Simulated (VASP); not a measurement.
Input of a VASP 6.6.1 run:

Contents of POSCAR:

```
ZrS2
1.0
    3.7846310575      0.0000000000      0.0000000000
   -1.8923155287      3.2775866398      0.0000000000
    0.0000000000      0.0000000000      5.7690034300
Zr S
1 2
Direct
    0.0000000000      0.0000000000      0.0000000000
    0.3333333333      0.6666666667      0.2409644600
    0.6666666667      0.3333333333      0.7590355400
```

File INCAR.step1:

```
SYSTEM = ZrS2
  ALGO = Normal
  EDIFF = 1E-5
  ENCUT = 550
  GGA = PE
  GGA_COMPAT = .FALSE.
  ISMEAR = 0
  LASPH = .TRUE.
  LCHARG = .FALSE.
  LREAL = .FALSE.
  LWAVE = .TRUE.
  NBANDS = 19
  NELM = 120
  PREC = Accurate
  SIGMA = 0.01
```

The input INCAR.step2:

```
SYSTEM = ZrS2
  ALGO = Normal
  EDIFF = 1E-6
  ENCUT = 550
  GGA_COMPAT = .FALSE.
  ISIF = 2
  ISMEAR = 0
  ISTART = 1
  LASPH = .TRUE.
  LCHARG = .FALSE.
  LMIXTAU = .TRUE.
  LREAL = .FALSE.
  LWAVE = .FALSE.
  METAGGA = R2SCAN
  NBANDS = 19
  NELM = 120
  PREC = Accurate
  SIGMA = 0.01
```

The input KPOINTS:

```
k-points
0
G
  12 12 4
  0 0 0
```

Potentials or basis: VASP PAW PBE potentials, release 64 (Zr_sv, S).

Launch:

```sh
$ cat potpaw_PBE.64/Zr_sv/POTCAR potpaw_PBE.64/S/POTCAR > POTCAR
$ cp INCAR.step1 INCAR
$ mpirun -np 1 vasp_std > vasp.out
$ cp INCAR.step2 INCAR
$ mpirun -np 1 vasp_std > vasp.out
```

**Question.** What does it give for the band gap on the k mesh?

**Answer.** 1.31 eV (least direct gap 1.61 eV).

**Question.** Predict the largest force.

**Answer.** 0.035 eV/Å.

Stress tensor (GPa, compression positive):
```
-3.74  0.00  0.00
 0.00 -3.74  0.00
 0.00  0.00  0.87
```

Caveat: the cell differs from its parent crystal (epitaxial xy strain +3.0%); the PAW data sets were made with another functional, which shifts forces and pressure a little. A k mesh can miss the band edges.
